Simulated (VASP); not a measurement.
A run of VASP 6.6.1:

File POSCAR:

```
Te2Mo
1.0
    3.5636797614      0.0000000000      0.0000000000
   -1.7818398807      3.0862372043      0.0000000000
    0.0000000000      0.0000000000     14.7197071926
Te Mo
4 2
Direct
    0.3333333333      0.6666666667      0.6284395073
    0.6666666667      0.3333333333      0.1284395073
    0.3333333333      0.6666666667      0.8715604927
    0.6666666667      0.3333333333      0.3715604927
    0.3333333333      0.6666666667      0.2500000000
    0.6666666667      0.3333333333      0.7500000000
```

INCAR.step1

```
  PREC = Accurate
  ENCUT = 520
  ISMEAR = 0
  SIGMA = 0.05
  LREAL = False
  LASPH = True
  NELM = 150
  ISPIN = 2
  MAGMOM = 0 0 0 0 2 2
  LMAXMIX = 4
  LDAU = True
  LDAUTYPE = 2
  LDAUL = -1 2
  LDAUU = 0 3
  LDAUJ = 0 0
  NBANDS = 39
  GGA = PE
  ALGO = Normal
  EDIFF = 1E-4
  LWAVE = True
  LCHARG = False
```

INCAR.step2

```
  PREC = Accurate
  ENCUT = 520
  EDIFF = 1E-6
  ISMEAR = 0
  SIGMA = 0.05
  LREAL = False
  LASPH = True
  NELM = 150
  ALGO = Normal
  ISIF = 2
  LWAVE = False
  LCHARG = False
  ISPIN = 2
  MAGMOM = 0 0 0 0 2 2
  LORBIT = 11
  LMAXMIX = 4
  LDAU = True
  LDAUTYPE = 2
  LDAUL = -1 2
  LDAUU = 0 3
  LDAUJ = 0 0
  LDAUPRINT = 1
  METAGGA = R2SCAN
  LMIXTAU = True
  NBANDS = 39
  ISTART = 1
```

KPOINTS

```
regular mesh
0
Gamma
  8 8 2
```

Potentials or basis: VASP PAW PBE potentials, release 64 (Te, Mo_sv).

Command:

```sh
$ cat potpaw_PBE.64/Te/POTCAR potpaw_PBE.64/Mo_sv/POTCAR > POTCAR
$ cp INCAR.step1 INCAR
$ mpirun -np 1 vasp_std > vasp.out
$ cp INCAR.step2 INCAR
$ mpirun -np 1 vasp_std > vasp.out
```

Hardware: 1 thread of Intel Xeon 8259CL, with other jobs on the host.

How long does it take, and how much memory?

Run time: 29 min on 1 thread of Intel Xeon 8259CL, on a shared host, peak memory 0.5 GiB. Counts: k points 20.
